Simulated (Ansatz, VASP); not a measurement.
# One calculation of Sc, two programs

```
CELL_PARAMETERS angstrom
-1.87232 1.87232 1.87232
1.87232 -1.87232 1.87232
1.87232 1.87232 -1.87232
ATOMIC_POSITIONS crystal
Sc 0.00000 0.00000 0.00000
```

Alike in both runs: task single point; functional BLYP; k mesh 14 × 14 × 14; occupations fermi-dirac, width 0.1 eV; no spin polarisation.

|  | VASP | Ansatz |
| --- | --- | --- |
| version | VASP 6.6.1 | Ansatz 0.2.0 |
| potentials or method | VASP PAW PBE potentials, release 64 (Sc_sv), cutoff 520 eV | plane waves (420 eV) with PAW, scalar-relativistic |
| valence electrons in the cell | 11 | 11 |

|  | VASP | Ansatz | Ansatz less VASP |
| --- | --- | --- | --- |
| pressure (GPa) | -1.9 | -1.9 | -0.02 |

VASP's potentials were made for PBE, not for BLYP.
